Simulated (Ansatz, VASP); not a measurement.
Two plane-wave programs on AlN

```
Al N
1.0
    -3.11356    0.00000    0.00000
    -1.55678   -2.69642    0.00000
    -0.12973   -0.22470   10.26670
Al N
4 4
Direct
  0.33333 0.26016 0.87807
  0.33333 0.30061 0.39269
  0.66667 0.65417 0.14999
  0.66667 0.61372 0.63538
  0.33333 0.32561 0.09270
  0.33333 0.28516 0.57809
  0.66667 0.63872 0.33540
  0.66667 0.59827 0.82079
```

Alike in both runs: task single point; functional PBEsol; k mesh 8 × 8 × 3; occupations gaussian, width 0.05 eV; no spin polarisation.

```csv
,VASP,Ansatz
version,VASP 6.6.1,Ansatz 0.2.0
potentials or method,"VASP PAW PBE potentials, release 64 (Al, N), cutoff 520 eV","scalar-relativistic, plane waves, PAW"
valence electrons in the cell,32,32
```

|  | VASP | Ansatz | Ansatz less VASP |
| --- | --- | --- | --- |
| gap on the k mesh at the Fermi level (eV) | 3.46 | 3.44 | -0.018 |
| least direct gap on the mesh (eV) | 3.46 | 3.44 | -0.018 |
| pressure (GPa) | -3.6 | -3.5 | +0.01 |
| traceless stress, the component that is largest in VASP (GPa) | -5.11 | -5.05 | +0.066 |
| rms of the force components (eV/Å) | 0.535 | 0.535 | -0.0004 |

VASP's potentials were made for PBE, not for PBEsol, and Ansatz warns of the same on its side. Atom by atom the forces differ by 0.003 eV/Å (rms over components). The functional is the same, so the differences come from potentials, cutoffs and numerics.
